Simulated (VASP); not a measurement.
Bi4Se3, 7 atoms in the cell. Symmetry: Pm-3m, No. 221, cubic system. Conventional cell: a = 6.121 Å, b = 6.121 Å, c = 6.121 Å, α = 90.00°, β = 90.00°, γ = 90.00°. Bi (site symmetry 4/mmm) has 2 Bi at 3.06 Å and 4 Se at 3.06 Å within 4.0 Å. Within 4.0 Å of Bi (site symmetry m-3m) lie 6 Bi at 3.06 Å. Se (site symmetry 4/mmm) has 4 Bi at 3.06 Å within 4.0 Å. 

- Program: VASP 6.6.1
- Task: relaxation of cell and atoms
- Functional: PBE
- Potentials or basis: VASP PAW PBE potentials, release 64 (Bi_d, Se)
- Cutoff: 600 eV
- k mesh: 6 × 6 × 6
- Occupations: gaussian, width 0.1 eV
- Spin: no spin polarisation
- Dipole correction: no
- Further INCAR settings: ALGO = Normal; EDIFF = 1e-07; IBRION = 2; EDIFFG = -0.01; NSW = 100; ISIF = 3

Potentials or basis: VASP PAW PBE potentials, release 64 (Bi_d, Se).

Command:

```console
$ cat potpaw_PBE.64/Bi_d/POTCAR potpaw_PBE.64/Se/POTCAR > POTCAR
$ mpirun -np 1 vasp_std > vasp.out
```

Hardware: 1 thread of Intel Xeon 6975P-C, with other jobs on the host.

Problem. Estimate the wall time of this run.

Solution. Run time: 8 min on 1 thread of Intel Xeon 6975P-C, with other jobs on the host, peak memory 0.49 GiB. Counts: scf iterations 26, k points 20, ion steps 2.
